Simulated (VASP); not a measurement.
The system is Ca3S.

```
Ca S
1.0
     3.18564    0.00000    0.00000
    -1.59282    2.75884    0.00000
     0.00000    0.00000   10.57501
Ca S
3 1
Direct
  0.66667 0.33333 0.50000
  0.33333 0.66667 0.24639
  0.33333 0.66667 0.75361
  0.66667 0.33333 0.00000
```

- Program: VASP 6.6.1
- Task: relaxation of cell and atoms
- Functional: PBE
- Potentials or basis: VASP PAW PBE potentials, release 64 (Ca_sv, S)
- Cutoff: 600 eV
- k mesh: 6 × 6 × 2
- Occupations: gaussian, width 0.1 eV
- Spin: no spin polarisation

At the start: pressure 13.0 GPa; volume 23.24 Å³/atom.

Question: How do energy, volume and symmetry change on relaxing?

Answer: Over 13 steps the energy falls by 1291.3 meV/atom and the volume is 33.19 Å³/atom (+42.9 %); space group P-6m2 (No. 187, to 0.05 Å).

The path:
| step | energy change (eV) | largest force (eV/Å) | pressure (GPa) | volume (Å³) |
| --- | --- | --- | --- | --- |
| 1 | 0.0000 | 2.6175 | 13.01 | 92.94 |
| 2 | -2.5008 | 2.5377 | 1.53 | 120.09 |
| 3 | -3.2337 | 2.4462 | -2.95 | 144.26 |
| 4 | -3.3065 | 2.4217 | -3.75 | 151.86 |
| 5 | -4.4594 | 1.7028 | -2.53 | 143.22 |
| 6 | -4.5799 | 1.0939 | -1.60 | 139.66 |
| 7 | -4.9641 | 0.4869 | 0.48 | 129.60 |
| 8 | -5.0319 | 0.0401 | 2.11 | 124.40 |
| 9 | -5.1597 | 0.1478 | 0.19 | 131.33 |
| 10 | -5.1599 | 0.1413 | 0.27 | 131.03 |
| 11 | -5.1642 | 0.0792 | -0.01 | 132.60 |
| 12 | -5.1645 | 0.0611 | -0.08 | 133.06 |
| 13 | -5.1650 | 0.0101 | 0.03 | 132.77 |

Final structure:
```xyz
4
Lattice="3.9070 0.0000 0.0000 -1.9535 3.3836 0.0000 0.0000 0.0000 10.0436" Properties=species:S:1:pos:R:3 pbc="T T T"
Ca    1.9535    1.1279    5.0218
Ca    0.0000    2.2557    1.7663
Ca    0.0000    2.2557    8.2773
S     1.9535    1.1279    0.0000
```

Caveat: the k points lie up to 0.31 Å⁻¹ apart in the final cell; the volume moved by over 15 % at a fixed basis, so the end points are rough.
